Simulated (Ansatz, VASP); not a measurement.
## Two plane-wave programs on HfO2

```xyz
6
Lattice="4.8382 0.0000 0.0000 0.0000 4.8382 0.0000 0.1288 0.0000 3.2203" Properties=species:S:1:pos:R:3 pbc="T T T"
Hf    0.0000    0.0000    0.0000
Hf    2.4835    2.4191    1.6102
O     1.0089    3.8969    1.5871
O     1.4746    1.4778    0.0231
O     3.3636    3.3604   -0.0231
O     3.9581    0.9413    1.6332
```

Change from the starting cell: shear of c along a, cell held, atoms relaxed: +4.0 %.

Alike in both runs: functional r2SCAN; k mesh 6 × 6 × 8; occupations gaussian, width 0.02 eV; no spin polarisation.

Ansatz relaxed the structure, and its values are those at the end. VASP's run is a single point on that final structure, the one shown.

|  | VASP | Ansatz |
| --- | --- | --- |
| version | VASP 6.6.1 | Ansatz 0.2.0 |
| potentials or method | VASP PAW PBE potentials, release 64 (Hf_pv, O), cutoff 520 eV | scalar-relativistic, plane waves, PAW |
| valence electrons in the cell | 44 | 76 |

Ansatz gave:

- gap on the k mesh at the Fermi level (eV): 4.49
- least direct gap on the mesh (eV): 4.49
- pressure (GPa): -0.1
- rms of the force components (eV/Å): 0.001

**Question.** Estimate VASP's values.

**Answer.** gap on the k mesh at the Fermi level (eV): 4.43; least direct gap on the mesh (eV): 4.43; pressure (GPa): -3.3; rms of the force components (eV/Å): 0.024.

VASP's potentials were made for PBE, not for r2SCAN. VASP's potentials hold 44 valence electrons a cell and Ansatz's 76, so a difference there can come from the potentials and not from the codes. Ansatz's warnings: stress scf threshold loose.

Neither program's run includes spin-orbit coupling.
